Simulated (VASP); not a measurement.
Input of a VASP 6.6.1 run:

INCAR

```
SYSTEM = BN
ALGO = Normal ; EDIFF = 1E-6
ENCUT = 600 ; GGA = PE
GGA_COMPAT = .FALSE. ; ISIF = 2
ISMEAR = 0 ; LASPH = .TRUE.
LCHARG = .FALSE. ; LREAL = .FALSE.
LWAVE = .FALSE. ; NBANDS = 11
NELM = 120 ; PREC = Accurate
SIGMA = 0.05
```

Contents of KPOINTS:

```
k-points
0
G
  12 12 12
  0 0 0
```

Contents of POSCAR:

```
BN
1.0
    0.0000000000      1.7858769911      1.7858769911
    1.7858769911      0.0000000000      1.7858769911
    1.9385099446      1.9385099446     -0.1526329535
B N
1 1
Direct
    0.0000000000      0.0000000000      0.0000000000
    0.7500000000      0.7500000000      0.7500000000
```

Potentials or basis: VASP PAW PBE potentials, release 64 (B, N).

Command:

```bash
$ cat potpaw_PBE.64/B/POTCAR potpaw_PBE.64/N/POTCAR > POTCAR
$ mpirun -np 1 vasp_std > vasp.out
```

(1) What does it give for the pressure?

(2) What does it give for the largest force?

(3) Estimate the band gap on the k mesh.

## Answers

(1) -19.1 GPa.

(2) 0.835 eV/Å.

(3) 3.84 eV, indirect (least direct gap 4.79 eV).
